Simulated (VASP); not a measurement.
# WS2 (P1) in VASP: single point with PBE

Aim: the single point of WS2 with PBE.

Program: VASP 6.6.1. These are calculated values, not measurements. Logs are shortened: lines on timing, memory, paths and dates and some standing lists are left out, and cuts for length are marked.

### 1 The cell of the first run

The typed cell holds 6 atoms: a = 3.180 Å, b = 3.269 Å, c = 12.536 Å, α = 91.69°, β = 95.32°, γ = 116.52°.

### 2 Single point, PBE (atoms moved at random and the cell strained at random)

INCAR reads:

```
SYSTEM = WS2
PREC = Accurate
ENCUT = 520
EDIFF = 1E-6
ISMEAR = 0
SIGMA = 0.05
LREAL = .False.
LASPH = .True.
NELM = 80
ALGO = Normal
ISIF = 2
LWAVE = .False.
LCHARG = .True.
GGA = PE
LVHAR = .True.
NBANDS = 35
KPAR = 2
```

KPOINTS reads:

```
regular mesh
0
Gamma
  12 12 4
  0 0 0
```

POSCAR reads:

```
WS2
1.0
    3.1761937006      0.0699769457     -0.1464899493
   -1.5274950377      2.8899887143     -0.0439455267
   -0.5758253339     -0.5319180405     12.5109684398
W S
2 4
Direct
    0.3396555159      0.6686932447      0.2498710844
    0.6541540321      0.3301537182      0.7466449325
    0.3228640972      0.6566756276      0.6209587599
    0.6766138470      0.3345513099      0.1198908564
    0.3289544068      0.6763716184      0.8797255460
    0.6777581010      0.3335544813      0.3829088209
```

Potentials or basis: VASP PAW PBE potentials, release 64 (W_sv, S).

The run is started by

```
$ cat potpaw_PBE.64/W_sv/POTCAR potpaw_PBE.64/S/POTCAR > POTCAR
$ mpirun -np 2 vasp_std > vasp.out
```

OUTCAR:

```text
SYSTEM = WS2
   PREC = Accurate
   ENCUT = 520
   EDIFF = 1E-6
   ISMEAR = 0
   LREAL = .False.
   LASPH = .True.
   NELM = 80
   ISIF = 2
   GGA = PE

 ion  position               nearest neighbor table
   1  0.340  0.669  0.250-   4 2.34   6 2.44   6 2.46   4 2.50   4 2.64   6 2.67
   2  0.654  0.330  0.747-   3 2.35   5 2.39   3 2.42   5 2.53   3 2.61   5 2.64
   3  0.323  0.657  0.621-   2 2.35   2 2.42   2 2.61
   4  0.677  0.335  0.120-   1 2.34   1 2.50   1 2.64
   5  0.329  0.676  0.880-   2 2.39   2 2.53   2 2.64
   6  0.678  0.334  0.383-   1 2.44   1 2.46   1 2.67

  LATTYP: Found a triclinic cell.
 ALAT       =     3.3935040386
 B/A-ratio  =     0.9371846804
 C/A-ratio  =     3.7139350950
 COS(alpha) =     0.0442268017
 COS(beta)  =     0.1545391777
 COS(gamma) =     0.5069830213

  Lattice vectors:

 A1 = (  -1.6486986629,  -2.9599656600,   0.1904354760)
 A2 = (  -3.1761937006,  -0.0699769457,   0.1464899493)
 A3 = (  -1.0728733290,  -2.4280476195, -12.3205329638)

Analysis of symmetry for initial positions (statically):
=====================================================================
 Subroutine PRICEL returns:
 Original cell was already a primitive cell.

 Routine SETGRP: Setting up the symmetry group for a
 triclinic supercell.

 Subroutine GETGRP returns: Found  1 space group operations
 (whereof  1 operations were pure point group operations)
 out of a pool of  2 trial point group operations.

The static configuration has the point symmetry C_1 .

Analysis of symmetry for dynamics (positions and initial velocities):
=====================================================================
 Subroutine PRICEL returns:
 Original cell was already a primitive cell.

 Routine SETGRP: Setting up the symmetry group for a
 triclinic supercell.

 Subroutine GETGRP returns: Found  1 space group operations
 (whereof  1 operations were pure point group operations)
 out of a pool of  2 trial point group operations.

The dynamic configuration has the point symmetry C_1 .

 Subroutine INISYM returns: Found  1 space group operations
 (whereof  1 operations are pure point group operations),
 and found     1 'primitive' translations

----------------------------------------------------------------------------------------

                                     Primitive cell

  volume of cell :     115.7422

  direct lattice vectors                    reciprocal lattice vectors
     3.176193701  0.069976946 -0.146489949     0.312186636  0.165330706  0.021397813
    -1.527495038  2.889988714 -0.043945527    -0.006890818  0.342596659  0.014248732
    -0.575825334 -0.531918041 12.510968440     0.003631164  0.003139236  0.080230458

  length of vectors
     3.180339998  3.269129405 12.535503297     0.353910447  0.342962069  0.080373917

  position of ions in fractional coordinates (direct lattice)
     0.339655516  0.668693245  0.249871084
     0.654154032  0.330153718  0.746644932
     0.322864097  0.656675628  0.620958760
     0.676613847  0.334551310  0.119890856
     0.328954407  0.676371618  0.879725546
     0.677758101  0.333554481  0.382908821

  ion indices of the primitive-cell ions
   primitive index   ion index
                 1           1
                 2           2
                 3           3
                 4           4
                 5           5
                 6           6

----------------------------------------------------------------------------------------

 KPOINTS: regular mesh

Automatic generation of k-mesh.
 Grid dimensions read from file:
 generate k-points for:   12   12    4

 Generating k-lattice:

  Cartesian coordinates                     Fractional coordinates (reciprocal lattice)
     0.026015553  0.013777559  0.001783151     0.083333333 -0.000000000 -0.000000000
    -0.000574235  0.028549722  0.001187394    -0.000000000  0.083333333  0.000000000
     0.000907791  0.000784809  0.020057615    -0.000000000  0.000000000  0.250000000

  Length of vectors
     0.029492537  0.028580172  0.020093479

  Shift w.r.t. Gamma in fractional coordinates (k-lattice)
     0.000000000  0.000000000  0.000000000

 Subroutine IBZKPT returns following result:
 ===========================================

 Found    292 irreducible k-points:

 Following reciprocal coordinates:
            Coordinates               Weight
  0.000000  0.000000  0.000000      1.000000
  0.083333 -0.000000  0.000000      2.000000
  0.166667  0.000000  0.000000      2.000000
  0.250000  0.000000  0.000000      2.000000
  0.333333  0.000000  0.000000      2.000000
  0.416667  0.000000  0.000000      2.000000
[... 16 lines left out ...]
  0.250000  0.166667  0.000000      2.000000
  0.333333  0.166667  0.000000      2.000000
 [... further k-points ...]
   k-points           NKPTS =    292   k-points in BZ     NKDIM =    292   number of bands    NBANDS=     35
   number of dos      NEDOS =    301   number of ions     NIONS =      6
   total plane-waves  NPLWV =  55296
   dimension x,y,z NGX =    24 NGY =   24 NGZ =   96
   dimension x,y,z NGXF=    48 NGYF=   48 NGZF=  192
   ions per type =               2   4
   NGX,Y,Z   is equivalent  to a cutoff of  12.55, 12.20, 12.73 a.u.
   NGXF,Y,Z  is equivalent  to a cutoff of  25.09, 24.41, 25.46 a.u.
 SYSTEM =  WS2
   PREC   = accura    normal or accurate (medium, high low for compatibility)
   ISTART =      0    job   : 0-new  1-cont  2-samecut
   ICHARG =      2    charge: 1-file 2-atom 10-const
   ISPIN  =      1    spin polarized calculation?
   LNONCOLLINEAR =      F non collinear calculations
   LSORBIT =      F    spin-orbit coupling
   LASPH  =      T    aspherical Exc in radial PAW
   ENCUT  =  520.0 eV  38.22 Ry    6.18 a.u.   5.91  6.08 23.31*2*pi/ulx,y,z
   NELM   =     80;   NELMIN=  2; NELMDL= -5     # of ELM steps
   EDIFF  = 0.1E-05   stopping-criterion for ELM
   LREAL  =      F    real-space projection
   EDIFFG = 0.1E-04   stopping-criterion for IOM
   NSW    =      0    number of steps for IOM
   IBRION =     -1    ionic relax: 0-MD 1-quasi-New 2-CG
   NFREE  =      0    steps in history (QN), initial steepest desc. (CG)
   ISIF   =      2    stress and relaxation
   ISYM   =      2    0-nonsym 1-usesym 2-fastsym
   POTIM  = 0.5000    time-step for ionic-motion
   TEBEG  =    0.0;   TEEND  =   0.0 temperature during run
   PSTRESS=    0.0 pullay stress
   NELECT =      52.0000    total number of electrons
   NUPDOWN=      -1.0000    fix difference up-down
   EMIN   =  10.00;   EMAX   =-10.00  energy-range for DOS
   EFERMI =   0.00;   METHOD = LEGACY
   ISMEAR =     0;   SIGMA  =   0.05  broadening in eV -4-tet -1-fermi 0-gaus
   EFERMI_NEDOS =   21; number of points for ismear=-14 and -15
   IALGO  =     38    algorithm
   IMIX   =      4    mixing-type and parameters
     AMIX     =   0.40;   BMIX     =  1.00
     AMIX_MAG =   1.60;   BMIX_MAG =  1.00
  volume/ion in A,a.u.               =      19.29       130.18
  Fermi-wavevector in a.u.,A,eV,Ry     =   1.253849  2.369431 21.390234  1.572138
  Thomas-Fermi vector in A             =   2.387682
   LORBIT       =      0    0 simple, 1 ext, 2 COOP (PROOUT), +10 PAW based schemes
   GGA     = PE    functional components
   LHFCALC =     F    Hartree Fock is set to
   AEXX    =    0.0000 exact exchange contribution
   IVDW    =     0    specifies the selected vdW correction
   LEPSILON=     F    determine dielectric tensor
   LRPA    =     F    only Hartree local field effects (RPA)
 non-spin polarized calculation
 Gauss-broadening in eV      SIGMA  =   0.05
  energy-cutoff  :      520.00
  volume of cell :      115.74
 maximum number of plane-waves:      3150
   NGX = 11   NGY = 13   NGZ = 47

 number of electron      52.0000002 magnetization

 Free energy of the ion-electron system (eV)
  ---------------------------------------------------
  ext. energy  EPLUGINS =         0.00000000
  ---------------------------------------------------
  free energy    TOTEN  =       -46.12816745 eV

  energy without entropy =      -46.12816745  energy(sigma->0) =      -46.12816745

 E-fermi :   6.6972     XC(G=0): -10.5827

 val. band max:        6.4775370521   @ k =   0.0000   0.0000   0.0000
 cond. band min:       7.3307003814   @ k =  -0.3333   0.1667  -0.0000
 fundamental gap:      0.8531633293
 Fermi energy:         6.6972128446

 k-point     1 :       0.0000    0.0000    0.0000
  band No.  band energies     occupation
      1     -68.3214      2.00000
      2     -68.3127      2.00000
      3     -32.4908      2.00000
      4     -32.4899      2.00000
      5     -32.4386      2.00000
      6     -32.4328      2.00000
[... 27 lines left out ...]
     34       9.1464      0.00000
     35      10.7929      0.00000

 k-point     2 :       0.0833   -0.0000    0.0000
  band No.  band energies     occupation
      1     -68.3207      2.00000
      2     -68.3120      2.00000
      3     -32.4912      2.00000
      4     -32.4899      2.00000
      5     -32.4425      2.00000
      6     -32.4372      2.00000
[... 27 lines left out ...]
     34       9.1839      0.00000
     35      11.2035      0.00000

 k-point     3 :       0.1667    0.0000    0.0000
  band No.  band energies     occupation
      1     -68.3186      2.00000
      2     -68.3099      2.00000
      3     -32.4993      2.00000
      4     -32.4968      2.00000
      5     -32.4500      2.00000
      6     -32.4460      2.00000
[... 27 lines left out ...]
     34       9.4145      0.00000
     35      12.0605      0.00000

 k-point     4 :       0.2500    0.0000    0.0000
  band No.  band energies     occupation
      1     -68.3159      2.00000
      2     -68.3071      2.00000
      3     -32.5310      2.00000
      4     -32.5275      2.00000
      5     -32.4497      2.00000
      6     -32.4473      2.00000
[... 27 lines left out ...]
     34       9.8222      0.00000
     35      12.5901      0.00000

 k-point     5 :       0.3333    0.0000    0.0000
  band No.  band energies     occupation
      1     -68.3131      2.00000
      2     -68.3043      2.00000
      3     -32.5778      2.00000
      4     -32.5746      2.00000
      5     -32.4443      2.00000
      6     -32.4424      2.00000
[... 638 lines left out ...]
 k-point    22 :       0.1667    0.1667    0.0000
  band No.  band energies     occupation
      1     -68.3158      2.00000
      2     -68.3070      2.00000
      3     -32.5529      2.00000
      4     -32.5511      2.00000
      5     -32.4518      2.00000
      6     -32.4492      2.00000
[... 27 lines left out ...]
     34      10.0189      0.00000
     35      12.9129      0.00000

 k-point    23 :       0.2500    0.1667    0.0000
  band No.  band energies     occupation
      1     -68.3132      2.00000
      2     -68.3044      2.00000
      3     -32.5773      2.00000
      4     -32.5771      2.00000
      5     -32.4453      2.00000
      6     -32.4418      2.00000
[... 27 lines left out ...]
     34      10.3389      0.00000
     35      12.4387      0.00000

 k-point    24 :       0.3333    0.1667    0.0000
  band No.  band energies     occupation
      1     -68.3110      2.00000
      2     -68.3022      2.00000
      3     -32.6006      2.00000
      4     -32.5986      2.00000
      5     -32.4679      2.00000
      6     -32.4535      2.00000
[... 27 lines left out ...]
     34      10.4903      0.00000
     35      11.7469      0.00000

 [... further k-points ...]

------------------------ aborting loop because EDIFF is reached ----------------------------------------

  FORCE on cell =-STRESS in cart. coord.  units (eV):
  Direction    XX          YY          ZZ          XY          YZ          ZX
  --------------------------------------------------------------------------------------
  -------------------------------------------------------------------------------------
  Total       -2.4648386     -9.2671568     -6.4081361     -1.7673956      5.2961519      7.5894638
  in kB      -34.1198536   -128.2818429    -88.7054706    -24.4654073     73.3126822    105.0581563
  external PRESSURE =     -83.7023890 kB  Pullay stress =       0.0000000 kB

 VOLUME and BASIS-vectors are now :
 -----------------------------------------------------------------------------
  energy-cutoff  :      520.00
  volume of cell :      115.74
      direct lattice vectors                 reciprocal lattice vectors
     3.176193701  0.069976946 -0.146489949     0.312186636  0.165330706  0.021397813
    -1.527495038  2.889988714 -0.043945527    -0.006890818  0.342596659  0.014248732
    -0.575825334 -0.531918041 12.510968440     0.003631164  0.003139236  0.080230458

 POSITION                                       TOTAL-FORCE (eV/Angst)
 -----------------------------------------------------------------------------------
     -0.08650      1.82337      3.04699         0.577192      0.196027      0.602417
      1.14347      0.60276      9.23092         0.283233     -0.074651      1.201186
     -0.33515      1.59008      7.69264        -1.224432     -0.466653      0.500404
      1.56899      0.95042      1.38613        -1.282569     -0.888544      1.140482
     -0.49490      1.50978     10.92831         0.992335      0.561461     -1.654127
      1.42270      0.80772      4.67662         0.654241      0.672361     -1.790362
 -----------------------------------------------------------------------------------
    total drift:                               -0.000004     -0.000042     -0.000010

  FREE ENERGIE OF THE ION-ELECTRON SYSTEM (eV)
  ---------------------------------------------------
  free  energy   TOTEN  =       -46.1281674482 eV

  energy  without entropy=      -46.1281674482  energy(sigma->0) =      -46.12816745
```

It took 4.2 min on 2 MPI ranks of Intel Xeon 6975P-C (Granite Rapids), shared host; peak memory 0.89 GiB.

Results:

| Quantity | Value |
| --- | --- |
| Free energy | -46.1282 eV |
| Pressure | -8.4 GPa |
| Largest force | 2.021 eV/Å |
| Band gap on the k mesh | 0.85 eV (least direct gap 1.42 eV) |

Forces on the atoms (eV/Å):
```
W    0.577  0.196  0.602
W    0.283 -0.075  1.201
S   -1.224 -0.467  0.500
S   -1.283 -0.889  1.140
S    0.992  0.561 -1.654
S    0.654  0.672 -1.790
```

Levels at points of the mesh, in eV from the valence-band top:
```
           k point  band 24  band 25  band 26  band 27  band 28  band 29
(0.00, 0.00, 0.00)    -1.24    -0.80     0.00     1.42     1.44     1.56
(0.50, 0.00, 0.00)    -1.62    -1.49    -0.96     1.57     1.60     2.38
(0.00, 0.50, 0.00)    -1.48    -1.30    -1.28     1.70     1.74     2.23
(0.50, 0.50, 0.00)    -2.08    -1.31    -1.07     1.87     1.93     2.14
(0.00, 0.00, 0.50)    -1.78    -0.28    -0.16     1.43     1.47     1.61
(0.50, 0.00, 0.50)    -1.69    -1.51    -0.96     1.58     1.59     2.44
(0.00, 0.50, 0.50)    -1.42    -1.34    -1.29     1.71     1.73     2.25
(0.50, 0.50, 0.50)    -2.13    -1.26    -1.10     1.86     1.95     2.24
```

Caveat: the cell differs from its parent crystal (atoms moved at random and the cell strained at random); the stress differs along the axes, from -13 to -3 GPa; spin-orbit coupling is left out, which moves the levels of the heavy elements; forces of over 1 eV/Å act on the atoms, so gaps and moduli don't describe the material at rest. A k mesh can miss the band edges.
